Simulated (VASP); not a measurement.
Crystal: NiO.

```
Ni O
1.0
     2.50462    0.00000    0.00000
     0.00000    2.50462    0.00000
     0.00000    0.00000    2.50462
Ni O
1 1
Direct
  0.00000 0.00000 0.00000
  0.50000 0.50000 0.50000
```

Base run:

| Quantity | Value |
| --- | --- |
| Program | VASP 6.6.1 |
| Functional | PBE |
| Potentials or basis | VASP PAW PBE potentials, release 64 (Ni, O) |
| Cutoff | 520 eV |
| k mesh | 9 × 9 × 9 |
| Occupations | fermi-dirac, width 0.05 eV |
| Spin | collinear spin, ferromagnetic start |
| Starting moments | [1.5, 0.0] μB |
| Fixed moment | 1.5 μB |

Its results: pressure 28.9 GPa; site moments Ni +1.10; O +0.36 μB.

Problem. The run is repeated on the same cell with these changes: fixed moment from 1.5 μB to 1 μB; moments at the start from [1.5, 0.0] to [1.0, 0.0]. What comes out?

Solution. Pressure 26.3 GPa; site moments Ni +0.76; O +0.22 μB.

Caveats: the total moment is fixed, so each spin has its own Fermi level; a cell with one magnetic atom can't hold antiferromagnetic order, which such compounds often take.
